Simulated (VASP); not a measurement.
The system is NaF.

```xyz
4
Lattice="3.8681 0.0000 0.0000 -1.9340 3.3498 0.0000 0.0000 0.0000 4.5514" Properties=species:S:1:pos:R:3 pbc="T T T"
Na    0.0000    2.2332    1.1379
Na    1.9340    1.1166    3.4136
F     1.9340    1.1166    1.1379
F     0.0000    2.2332    3.4136
```

Program: VASP 6.6.1. Alike in all runs: task single point; no spin polarisation; cell as given; k mesh 6 × 6 × 4; cutoff (eV) 520; smearing gaussian 0.01 eV.

Q: Order these runs on this cell by their band gap on the k mesh, lowest first.
A. level r2SCAN; potentials or basis VASP PAW PBE potentials, release 64 (Na_pv, F)
B. level PBE; potentials or basis VASP PAW PBE potentials, release 64 (Na_pv, F)
C. level LDA; potentials or basis VASP PAW LDA potentials, release 64 (Na_pv, F)

A: C (5.37 eV), B (5.68 eV), A (6.35 eV).
